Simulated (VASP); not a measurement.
Set up this calculation in VASP 6.6.1, as the native input.

```
Task                   : single point
Functional             : PBEsol
Potentials or basis    : VASP PAW PBE potentials, release 64 (Pb_d)
Cutoff                 : 520 eV
k mesh                 : 6 × 6 × 6
Occupations            : gaussian, width 0.1 eV
Spin                   : no spin polarisation
Dipole correction      : no
Further INCAR settings : ALGO = Normal; EDIFF = 1e-07; NBANDS = 28
```

The structure of Pb lies in POSCAR:

```
Pb
1.0
    4.2397979375      0.0000000000      0.0000000000
   -2.1198989688      3.6717727208      0.0000000000
    0.0000000000      0.0000000000      2.6280304036
Pb
3
Direct
    0.0000000000      0.0000000000      0.0000000000
    0.3333333333      0.6666666667      0.5000000000
    0.6666666667      0.3333333333      0.5000000000
```

One way to write it, as run:

INCAR

```
PREC = Accurate ; ENCUT = 520
EDIFF = 1E-7 ; ISMEAR = 0
SIGMA = 0.1 ; LREAL = False
LASPH = True ; NELM = 100
ALGO = Normal ; ISIF = 2
LWAVE = False ; LCHARG = True
GGA = PS ; LELF = True
LVHAR = True ; NBANDS = 28
```

KPOINTS

```
regular mesh
0
Gamma
  6 6 6
```

Potentials or basis: VASP PAW PBE potentials, release 64 (Pb_d).

Run with:

```sh
$ cat potpaw_PBE.64/Pb_d/POTCAR > POTCAR
$ mpirun -np 1 vasp_std > vasp.out
```

It gave:

```
Pressure               : 265.2 GPa
Band gap on the k mesh : zero (band 21 reaches 24.89 eV, above the bottom of band 22 at 16.61 eV)
```

Caveat: the k points lie up to 0.40 Å⁻¹ apart; the PAW data sets were made with another functional, which shifts forces and pressure a little; spin-orbit coupling is left out, which moves the levels of the heavy elements.

Wall time 21 s on 1 thread of Intel(R) Xeon(R) Platinum 8259CL CPU @ 2.50GHz (Skylake/Cascade Lake), with other jobs on the host, peak memory 0.16 GiB.
